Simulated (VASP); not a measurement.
# GaN: single point with r2SCAN

Crystal: GaN.

```
Ga N
1.0
     0.00000    2.20303    2.20303
     2.20303    0.00000    2.20303
     2.20303    2.20303    0.00000
Ga N
1 1
Cartesian
  0.0000 0.0000 0.0000
  3.3045 3.3045 3.3045
```

This cell differs from its parent crystal: volume scaled by 0.94.

```json
{"Program": "VASP 6.6.1", "Task": "single point", "Functional": "r2SCAN", "Potentials or basis": "VASP PAW PBE potentials, release 64 (Ga_d, N_h)", "Cutoff": "910 eV", "k mesh": "10 × 10 × 10", "Occupations": "gaussian, width 0.02 eV", "Spin": "no spin polarisation", "Dipole correction": "no", "Second run": "hard_potentials", "Further INCAR settings": "ALGO = Normal; EDIFF = 1e-06; NBANDS = 16"}
```

| Item | Value |
| --- | --- |
| Pressure | 15.1 GPa |
| Band gap on the k mesh | 2.57 eV, direct |

Levels at points of the mesh, in eV from the valence-band top:
```tsv
k point	band 6	band 7	band 8	band 9	band 10	band 11	band 12	band 13
(0.00, 0.00, 0.00)	-13.47	0.00	0.00	0.00	2.57	11.45	11.45	11.45
(0.50, 0.00, 0.00)	-12.33	-7.63	-1.09	-1.09	5.65	9.80	11.37	11.37
(0.50, 0.50, 0.00)	-11.96	-6.51	-3.04	-3.04	3.79	7.66	13.12	15.71
```

It took 72 s on 1 thread of Intel(R) Xeon(R) Platinum 8559C (Emerald Rapids), with other jobs on the host, peak memory 0.2 GiB.

Caveat: the cutoff is under 1.25 times the usual one of these potentials, so pressure, stress and relaxed cells hold a basis-set (Pulay) error; the PAW data sets were made with another functional, which shifts forces and pressure a little.
